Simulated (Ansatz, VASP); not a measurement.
One calculation of Al2O3, two programs

INCAR

```
SYSTEM = Al2O3
PREC = Accurate
ENCUT = 520
EDIFF = 1E-7
ISMEAR = 0
SIGMA = 0.05
LREAL = .FALSE.
LASPH = .TRUE.
NELM = 100
ALGO = Normal
ISIF = 2
LWAVE = .FALSE.
LCHARG = .TRUE.
GGA = PE
IVDW = 12
LELF = .TRUE.
LVHAR = .TRUE.
NBANDS = 20
```

KPOINTS

```
regular mesh
0
G
  9 9 4
  0 0 0
```

File POSCAR:

```
Al2O3
1.0
    2.9532000000      0.0000000000      0.0000000000
   -1.4766000000      2.5575462224      0.0000000000
    0.0000000000      0.0000000000      7.5151000000
Al O
2 3
Direct
    0.0000000000      0.0000000000      0.1907358529
    0.0000000000      0.0000000000      0.8092641471
    0.3333333333      0.6666666667      0.2840924954
    0.6666666667      0.3333333333      0.0000000000
    0.3333333333      0.6666666667      0.7159075046
```

Input for Ansatz:

```yaml
crystal:
  lattice:
    - [2.9532, 0.0, 0.0]
    - [-1.4766, 2.5575462224, 0.0]
    - [0.0, 0.0, 7.5151]
  atoms:
    - { symbol: Al, position: [0.0, 0.0, 0.1907358529] }
    - { symbol: Al, position: [0.0, 0.0, 0.8092641471] }
    - { symbol: O, position: [0.3333333333, 0.6666666667, 0.2840924954] }
    - { symbol: O, position: [0.6666666667, 0.3333333333, 0.0] }
    - { symbol: O, position: [0.3333333333, 0.6666666667, 0.7159075046] }
basis:
  ecutwfc: 520.0
kpoints:
  mp_grid: { grid: [9, 9, 4] }
hamiltonian:
  xc: pbe
  pseudopotentials: { kind: paw, azcp: { folder: soft_1 } }
  dispersion: d3bj
scf:
  occupations: { method: gaussian, width: 0.05 }
output:
  forces: true
  stress: true
  eigenvalues: true
```

Alike in both runs: task single point; functional PBE; dispersion D3(BJ); k mesh 9 × 9 × 4; occupations gaussian, width 0.05 eV; no spin polarisation.

|  | VASP | Ansatz |
| --- | --- | --- |
| version | VASP 6.6.1 | Ansatz 0.2.0 |
| potentials or method | VASP PAW PBE potentials, release 64 (Al, O), cutoff 520 eV | scalar-relativistic, plane waves, PAW |
| valence electrons in the cell | 24 | 24 |

```csv
,VASP,Ansatz,Ansatz less VASP
gap on the k mesh at the Fermi level (eV),3.81,3.83,+0.021
least direct gap on the mesh (eV),3.89,3.91,+0.021
pressure (GPa),-13.8,-13.8,+0.02
"traceless stress, the component that is largest in VASP (GPa)",4.21,4.42,+0.208
rms of the force components (eV/Å),0.359,0.346,-0.0123
```

Atom by atom the forces differ by 0.015 eV/Å (rms over components).
